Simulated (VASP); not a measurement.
Wanted: the native input for a VASP 6.6.1 run.

```
Task                   : single point
Functional             : PBE
Potentials or basis    : VASP PAW PBE potentials, release 64 (B, N)
Cutoff                 : 520 eV
k mesh                 : 12 × 12 × 4
Occupations            : gaussian, width 0.01 eV
Spin                   : no spin polarisation
Dipole correction      : no
Further INCAR settings : ALGO = Normal; EDIFF = 1e-07; NBANDS = 26
```

The structure of BN lies in POSCAR:

```
BN
1.0
    2.5479975850      0.0000000000      0.0000000000
   -1.2739987925      2.2066306374      0.0000000000
    0.0000000000      0.0000000000      8.3753605970
B N
4 4
Direct
    0.0000000000      0.0000000000      0.0003894312
    0.3333333333      0.6666666667      0.2496892035
    0.0000000000      0.0000000000      0.5003894312
    0.6666666667      0.3333333333      0.7496892035
    0.0000000000      0.0000000000      0.1869898385
    0.3333333333      0.6666666667      0.4379315267
    0.0000000000      0.0000000000      0.6869898385
    0.6666666667      0.3333333333      0.9379315267
```

These files were run (other wordings do the same):

INCAR

```
ALGO = Normal
EDIFF = 1E-7
ENCUT = 520
GGA = PE
ISIF = 2
ISMEAR = 0
LASPH = True
LCHARG = False
LREAL = False
LWAVE = False
NBANDS = 26
NELM = 100
PREC = Accurate
SIGMA = 0.01
```

KPOINTS

```
k-points
0
Gamma
  12 12 4
```

Potentials or basis: VASP PAW PBE potentials, release 64 (B, N).

Run with:

```console
$ cat potpaw_PBE.64/B/POTCAR potpaw_PBE.64/N/POTCAR > POTCAR
$ mpirun -np 1 vasp_std > vasp.out
```

It gave:

The pressure is 5.0 GPa. The largest force is 0.009 eV/Å. The band gap on the k mesh is 5.52 eV, indirect (least direct gap 7.55 eV).

Run time: 100 s on 1 thread of Intel(R) Xeon(R) Platinum 8259CL CPU @ 2.50GHz (Skylake/Cascade Lake), with other jobs on the host, peak memory 0.19 GiB.
